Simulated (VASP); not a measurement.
Set up this calculation in VASP 6.6.1, as the native input.

| Quantity | Value |
| --- | --- |
| Task | relaxation of cell and atoms |
| Functional | RPBE |
| Dispersion | D4 |
| Potentials or basis | VASP PAW PBE potentials, release 64 (Ga_d, N) |
| Cutoff | 600 eV |
| k mesh | 10 × 10 × 5 |
| Occupations | fermi-dirac, width 0.05 eV |
| Spin | no spin polarisation |
| Dipole correction | no |
| Further INCAR settings | ALGO = Normal; EDIFF = 1e-07; IBRION = 2; EDIFFG = -0.01; NSW = 60; ISIF = 3 |

The structure of GaN lies in POSCAR:

```
GaN
1.0
    3.1800000000      0.0000000000      0.0000000000
   -1.5900000000      2.7539607840      0.0000000000
    0.0000000000      0.0000000000      5.1660000000
Ga N
2 2
Direct
    0.6666666667      0.3333333333      0.5000000000
    0.3333333333      0.6666666667      0.0000000000
    0.6666666667      0.3333333333      0.8750000000
    0.3333333333      0.6666666667      0.3750000000
```

The input as run:

INCAR

```
SYSTEM = GaN
  PREC = Accurate
  ENCUT = 600
  EDIFF = 1E-7
  ISMEAR = -1
  SIGMA = 0.05
  LREAL = .FALSE.
  LASPH = .TRUE.
  NELM = 100
  ALGO = Normal
  ISIF = 3
  LWAVE = .FALSE.
  LCHARG = .FALSE.
  GGA = RP
  IVDW = 13
  IBRION = 2
  NSW = 60
  EDIFFG = -0.01
```

KPOINTS

```
Automatic mesh
0
G
  10 10 5
  0 0 0
```

Potentials or basis: VASP PAW PBE potentials, release 64 (Ga_d, N).

Command:

```console
$ cat potpaw_PBE.64/Ga_d/POTCAR potpaw_PBE.64/N/POTCAR > POTCAR
$ mpirun -np 1 vasp_std > vasp.out
```

Results of the run:

```
Relaxed volume                         : 11.22 Å³/atom
Relaxed cell                           : a = 3.167 Å, b = 3.167 Å, c = 5.167 Å, α = 90.00°, β = 90.00°, γ = 120.00°
Space group after relaxing (to 0.05 Å) : P6_3mc (No. 186)
Energy gained by relaxing              : 0.8 meV/atom
Ionic steps                            : 3
Pressure after relaxing                : 0.0 GPa
Band gap on the k mesh                 : 2.08 eV, direct
Dispersion energy per atom             : -0.823 eV
```

Caveat: the PAW data sets were made with another functional, which shifts forces and pressure a little.

Wall time 2.1 min on 1 thread of Intel(R) Xeon(R) Platinum 8259CL CPU @ 2.50GHz (Skylake/Cascade Lake), on a shared host, peak memory 0.21 GiB.
